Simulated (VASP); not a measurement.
# Ta2Si (I4/mcm) in VASP: single point with r2SCAN

Aim: the single point of Ta2Si with r2SCAN.

Program: VASP 6.6.1. These are calculated values, not measurements. Logs are shortened: lines on timing, memory, paths and dates and some standing lists are left out, and cuts for length are marked.

### Step 1. The cell of the first run

It takes space group I4/mcm (No. 140, tetragonal). The conventional cell has a = 6.662 Å, b = 6.662 Å, c = 5.453 Å, α = 90.00°, β = 90.00°, γ = 90.00°. Within 3.7 Å of Ta (site symmetry m2m) lie 4 Si at 2.84 Å and 11 Ta at 3.08 to 3.52 Å. Si (site symmetry 422) has 2 Si at 2.73 Å and 8 Ta at 2.84 Å within 3.6 Å.

### Step 2. Single point, r2SCAN (strain +0.080 along x and y, +0.080 along z)

Contents of POSCAR:

```
Ta2Si
1.0
   -3.3308427361      3.3308427361      2.7266783869
    3.3308427361     -3.3308427361      2.7266783869
    3.3308427361      3.3308427361     -2.7266783869
Ta Si
4 2
Direct
    0.6635845217      0.8364154783      0.5000000000
    0.8364154783      0.3364154783      0.1728309566
    0.3364154783      0.1635845217      0.5000000000
    0.1635845217      0.6635845217      0.8271690434
    0.2500000000      0.2500000000      0.0000000000
    0.7500000000      0.7500000000      0.0000000000
```

Contents of INCAR.step1:

```
PREC = Accurate ; ENCUT = 520
ISMEAR = 0 ; SIGMA = 0.15
LREAL = F ; LASPH = T
NELM = 100 ; NBANDS = 35
GGA = PE ; ALGO = Normal
EDIFF = 1E-4 ; LWAVE = T
LCHARG = F
```

Contents of INCAR.step2:

```
PREC = Accurate ; ENCUT = 520
EDIFF = 1E-6 ; ISMEAR = 0
SIGMA = 0.15 ; LREAL = F
LASPH = T ; NELM = 100
ALGO = Normal ; ISIF = 2
LWAVE = F ; LCHARG = T
METAGGA = R2SCAN ; LMIXTAU = T
LELF = T ; LVHAR = T
NBANDS = 35 ; ISTART = 1
```

Contents of KPOINTS:

```
Automatic mesh
0
Gamma
  12 12 12
```

Potentials or basis: VASP PAW PBE potentials, release 64 (Ta_pv, Si).

On the command line:

```bash
> cat potpaw_PBE.64/Ta_pv/POTCAR potpaw_PBE.64/Si/POTCAR > POTCAR
> cp INCAR.step1 INCAR
> mpirun -np 1 vasp_std > vasp.out
> cp INCAR.step2 INCAR
> mpirun -np 1 vasp_std > vasp.out
```

OUTCAR:

```text
PREC = Accurate
   ENCUT = 520
   EDIFF = 1E-6
   ISMEAR = 0
   LREAL = F
   LASPH = T
   NELM = 100
   ISIF = 2
   METAGGA = R2SCAN
   ISTART = 1

 ion  position               nearest neighbor table
   1  0.664  0.836  0.500-   5 2.84   6 2.84   6 2.84   5 2.84   3 3.08   3 3.18   3 3.18   2 3.49
                             4 3.49   4 3.49   2 3.49   4 3.52   2 3.52   4 3.52   2 3.52
   2  0.836  0.336  0.173-   6 2.84   5 2.84   5 2.84   6 2.84   4 3.08   4 3.18   4 3.18   1 3.49
                             3 3.49   3 3.49   1 3.49   1 3.52   3 3.52   3 3.52   1 3.52
   3  0.336  0.164  0.500-   6 2.84   5 2.84   5 2.84   6 2.84   1 3.08   1 3.18   1 3.18   2 3.49
                             4 3.49   4 3.49   2 3.49   4 3.52   2 3.52   2 3.52   4 3.52
   4  0.164  0.664  0.827-   6 2.84   5 2.84   5 2.84   6 2.84   2 3.08   2 3.18   2 3.18   3 3.49
                             1 3.49   1 3.49   3 3.49   3 3.52   1 3.52   1 3.52   3 3.52
   5  0.250  0.250  0.000-   6 2.73   6 2.73   3 2.84   2 2.84   3 2.84   4 2.84   1 2.84   1 2.84
                             4 2.84   2 2.84
   6  0.750  0.750  0.000-   5 2.73   5 2.73   1 2.84   3 2.84   1 2.84   3 2.84   4 2.84   2 2.84
                             4 2.84   2 2.84

  LATTYP: Found a body centered tetragonal cell.
 ALAT       =     6.6616854722
 C/A-ratio  =     0.8186151683

  Lattice vectors:

 A1 = (  -3.3308427361,   3.3308427361,   2.7266783869)
 A2 = (   3.3308427361,  -3.3308427361,   2.7266783869)
 A3 = (   3.3308427361,   3.3308427361,  -2.7266783869)

Analysis of symmetry for initial positions (statically):
=====================================================================
 Subroutine PRICEL returns:
 Original cell was already a primitive cell.

 Routine SETGRP: Setting up the symmetry group for a
 body centered tetragonal supercell.

 Subroutine GETGRP returns: Found 16 space group operations
 (whereof  8 operations were pure point group operations)
 out of a pool of 16 trial point group operations.

The static configuration has the point symmetry C_4h.
 The point group associated with its full space group is D_4h.

Analysis of symmetry for dynamics (positions and initial velocities):
=====================================================================
 Subroutine PRICEL returns:
 Original cell was already a primitive cell.

 Routine SETGRP: Setting up the symmetry group for a
 body centered tetragonal supercell.

 Subroutine GETGRP returns: Found 16 space group operations
 (whereof  8 operations were pure point group operations)
 out of a pool of 16 trial point group operations.

The dynamic configuration has the point symmetry C_4h.
 The point group associated with its full space group is D_4h.

 Subroutine INISYM returns: Found 16 space group operations
[... 107 lines left out ...]
   EDIFFG = 0.1E-04   stopping-criterion for IOM
   NSW    =      0    number of steps for IOM
   IBRION =     -1    ionic relax: 0-MD 1-quasi-New 2-CG
   NFREE  =      0    steps in history (QN), initial steepest desc. (CG)
   ISIF   =      2    stress and relaxation
   ISYM   =      2    0-nonsym 1-usesym 2-fastsym
   POTIM  = 0.5000    time-step for ionic-motion
   TEBEG  =    0.0;   TEEND  =   0.0 temperature during run
   PSTRESS=    0.0 pullay stress
   NELECT =      52.0000    total number of electrons
   NUPDOWN=      -1.0000    fix difference up-down
   EMIN   =  10.00;   EMAX   =-10.00  energy-range for DOS
   EFERMI =   0.00;   METHOD = LEGACY
   ISMEAR =     0;   SIGMA  =   0.15  broadening in eV -4-tet -1-fermi 0-gaus
   EFERMI_NEDOS =   21; number of points for ismear=-14 and -15
   IALGO  =     38    algorithm
   IMIX   =      4    mixing-type and parameters
     AMIX     =   0.40;   BMIX     =  1.00
     AMIX_MAG =   1.60;   BMIX_MAG =  1.00
  volume/ion in A,a.u.               =      20.17       136.10
  Fermi-wavevector in a.u.,A,eV,Ry     =   1.235403  2.334573 20.765483  1.526220
  Thomas-Fermi vector in A             =   2.370054
   LORBIT       =      0    0 simple, 1 ext, 2 COOP (PROOUT), +10 PAW based schemes
   METAGGA = R2SCAN    functional components
   LHFCALC =     F    Hartree Fock is set to
   AEXX    =    0.0000 exact exchange contribution
   IVDW    =     0    specifies the selected vdW correction
   LEPSILON=     F    determine dielectric tensor
   LRPA    =     F    only Hartree local field effects (RPA)
 non-spin polarized calculation
 Gauss-broadening in eV      SIGMA  =   0.15
  energy-cutoff  :      520.00
  volume of cell :      121.00
 maximum number of plane-waves:      3306
   NGX = 21   NGY = 21   NGZ = 21

 number of electron      52.0000008 magnetization

 Free energy of the ion-electron system (eV)
  ---------------------------------------------------
  ext. energy  EPLUGINS =         0.00000000
  ---------------------------------------------------
  free energy    TOTEN  =      -212.42128464 eV

  energy without entropy =     -212.37547839  energy(sigma->0) =     -212.39838151

 E-fermi :   5.5135     XC(G=0): -12.2755

 val. band max:        5.5120618097   @ k =   0.5000   0.3333   0.0833
 cond. band min:       5.5164266997   @ k =   0.5000   0.5000   0.5000
 fundamental gap:      0.0043648901
 Fermi energy:         5.5134587331

 k-point     1 :       0.0000    0.0000    0.0000
  band No.  band energies     occupation
      1     -30.8507      2.00000
      2     -30.8507      2.00000
      3     -30.8127      2.00000
      4     -30.7740      2.00000
      5     -30.7740      2.00000
      6     -30.7673      2.00000
[... 901 lines left out ...]
     34       8.4160      0.00000
     35       8.5119      0.00000

 [... further k-points ...]
[... 5 lines left out ...]
  --------------------------------------------------------------------------------------
  -------------------------------------------------------------------------------------
  Total      -24.9786958    -24.9786958    -23.9435543      0.0000000      0.0000000      0.0000000
  in kB     -330.7334939   -330.7334939   -317.0275746      0.0000000      0.0000000      0.0000000
  external PRESSURE =    -326.1648541 kB  Pullay stress =       0.0000000 kB

 VOLUME and BASIS-vectors are now :
 -----------------------------------------------------------------------------
  energy-cutoff  :      520.00
  volume of cell :      121.00
      direct lattice vectors                 reciprocal lattice vectors
    -3.330842736  3.330842736  2.726678387     0.000000000  0.150112161  0.183373295
     3.330842736 -3.330842736  2.726678387     0.150112161  0.000000000  0.183373295
     3.330842736  3.330842736 -2.726678387     0.150112161  0.150112161  0.000000000

 POSITION                                       TOTAL-FORCE (eV/Angst)
 -----------------------------------------------------------------------------------
      2.24109      1.08975      2.72668        -0.192545      0.192545      0.000000
     -1.08975      2.24109      2.72668        -0.192545     -0.192545      0.000000
      1.08975      2.24109      0.00000         0.192545     -0.192545      0.000000
      4.42059      1.08975      0.00000         0.192545      0.192545     -0.000000
      0.00000      0.00000      1.36334        -0.000000     -0.000000      0.000000
      0.00000      0.00000      4.09002        -0.000000      0.000000      0.000000
 -----------------------------------------------------------------------------------
    total drift:                               -0.000000     -0.000000      0.000000

  FREE ENERGIE OF THE ION-ELECTRON SYSTEM (eV)
  ---------------------------------------------------
  free  energy   TOTEN  =      -212.4212846420 eV

  energy  without entropy=     -212.3754783872  energy(sigma->0) =     -212.39838151
```

It took 39 min on 1 thread of Oxide Virtual Turin-like, shared host; peak memory 0.61 GiB.

Results:

| Item | Value |
| --- | --- |
| Free energy | -212.4213 eV |
| Pressure | -32.6 GPa |
| Largest force | 0.272 eV/Å |
| Band gap on the k mesh | zero (bands 26 and 27 overlap by 0.67 eV) |

Forces on the atoms (eV/Å):
```
Ta  -0.193  0.193  0.000
Ta  -0.193 -0.193  0.000
Ta   0.193 -0.193  0.000
Ta   0.193  0.193  0.000
Si   0.000  0.000  0.000
Si   0.000  0.000  0.000
```

Levels at points of the mesh, in eV from the Fermi level:
| k point | band 24 | band 25 | band 26 | band 27 | band 28 | band 29 |
| --- | --- | --- | --- | --- | --- | --- |
| (0.00, 0.00, 0.00) | -1.97 | 0.19 | 0.33 | 0.66 | 1.13 | 1.13 |
| (0.50, 0.00, 0.00) | -1.56 | -1.12 | -1.12 | 0.65 | 0.65 | 1.54 |
| (0.50, 0.50, 0.00) | -1.51 | 0.01 | 0.02 | 0.08 | 0.65 | 1.01 |
| (0.50, 0.50, 0.50) | -0.89 | -0.83 | -0.83 | 0.00 | 0.41 | 0.67 |

Caveat: the cell differs from its parent crystal (strain +0.080 along x and y, +0.080 along z); the cell stands under tension; the PAW data sets were made with another functional, which shifts forces and pressure a little; spin-orbit coupling is left out, which moves the levels of the heavy elements.
